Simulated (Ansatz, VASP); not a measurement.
## Te: VASP beside Ansatz

The input INCAR:

```
PREC = Accurate
ENCUT = 520
EDIFF = 1E-7
ISMEAR = 0
SIGMA = 0.1
LREAL = F
LASPH = T
NELM = 60
ALGO = Normal
ISIF = 2
LWAVE = F
LCHARG = F
GGA = PE
NBANDS = 20
```

KPOINTS

```
Automatic mesh
0
Gamma
  14 10 6
```

POSCAR

```
Te
1.0
    3.1223785391      0.0000000000      0.0000000000
    0.0000000000      4.8204545458      0.0000000000
    0.0000000000      0.0000000000      9.0600138756
Te
4
Direct
    0.5000000000      0.5443180655      0.7641163486
    0.5000000000      0.4556819345      0.2641163486
    0.5000000000      0.9883754568      0.0058836514
    0.5000000000      0.0116245432      0.5058836514
```

Input for Ansatz:

```yaml
crystal:
  lattice:
    - [3.1223785391, 0.0, 0.0]
    - [0.0, 4.8204545458, 0.0]
    - [0.0, 0.0, 9.0600138756]
  atoms:
    - { symbol: Te, position: [0.5, 0.5443180655, 0.7641163486] }
    - { symbol: Te, position: [0.5, 0.4556819345, 0.2641163486] }
    - { symbol: Te, position: [0.5, 0.9883754568, 0.0058836514] }
    - { symbol: Te, position: [0.5, 0.0116245432, 0.5058836514] }
basis:
  ecutwfc: 420
kpoints:
  mp_grid: { grid: [14, 10, 6] }
hamiltonian:
  xc: pbe
scf:
  occupations: { method: gaussian, width: 0.1 }
output:
  forces: true
  stress: true
  eigenvalues: true
  populations: true
```

Alike in both runs: task single point; functional PBE; k mesh 14 × 10 × 6; occupations gaussian, width 0.1 eV; no spin polarisation.

|  | VASP | Ansatz |
| --- | --- | --- |
| version | VASP 6.6.1 | Ansatz 0.2.0 |
| potentials or method | VASP PAW PBE potentials, release 64 (Te), cutoff 520 eV | scalar-relativistic, plane waves, PAW |
| valence electrons in the cell | 24 | 64 |

Ansatz gave:

- gap on the k mesh at the Fermi level (eV): none
- pressure (GPa): -0.9
- traceless stress, the component that is largest in VASP (GPa): 1.98
- rms of the force components (eV/Å): 0.083

**Question.** What did VASP give for the same quantities?

**Answer.** gap on the k mesh at the Fermi level (eV): none; pressure (GPa): -0.9; traceless stress, the component that is largest in VASP (GPa): 1.97; rms of the force components (eV/Å): 0.084.

Atom by atom the forces differ by 0.001 eV/Å (rms over components). A gap of «none» marks a metal or a gap that the smearing closes. VASP's potentials hold 24 valence electrons a cell and Ansatz's 64, so a difference there can come from the potentials and not from the codes.

Neither program's run includes spin-orbit coupling.
